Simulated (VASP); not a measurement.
Write the native input for VASP 6.6.1 that does the following.

```
Task                   : single point
Functional             : LDA
Potentials or basis    : VASP PAW LDA potentials, release 64 (Rh_pv)
Cutoff                 : 520 eV
k mesh                 : 22 × 22 × 22
Occupations            : gaussian, width 0.15 eV
Spin                   : no spin polarisation
Dipole correction      : no
Further INCAR settings : ALGO = Fast; EDIFF = 1e-06; NBANDS = 14
```

The structure of Rh lies in POSCAR:

```
Rh
1.0
    0.0000000000      1.7828527665      2.0805891785
    1.7828527665      0.0000000000      2.0805891785
    1.7828527665      1.7828527665      0.0000000000
Rh
1
Direct
    0.0000000000      0.0000000000      0.0000000000
```

These files were run (other wordings do the same):

INCAR

```
SYSTEM = Rh
PREC = Accurate ; ENCUT = 520
EDIFF = 1E-6 ; ISMEAR = 0
SIGMA = 0.15 ; LREAL = .False.
LASPH = .True. ; NELM = 100
ALGO = Fast ; ISIF = 2
LWAVE = .False. ; LCHARG = .True.
LELF = .True. ; LVHAR = .True.
NBANDS = 14
```

KPOINTS

```
Automatic mesh
0
Gamma
  22 22 22
  0 0 0
```

Potentials or basis: VASP PAW LDA potentials, release 64 (Rh_pv).

Command:

```console
$ cat potpaw_LDA.64/Rh_pv/POTCAR > POTCAR
$ mpirun -np 1 vasp_std > vasp.out
```

Results of the run:

- Pressure: 5.7 GPa
- Band gap on the k mesh: zero (an odd number of electrons rules out a gap without spin polarisation)

Caveat: the stress differs along the axes, from -22 to 19 GPa.

It took 99 s on 1 thread of Intel(R) Xeon(R) 6975P-C (Granite Rapids) (shared host), peak memory 0.24 GiB.
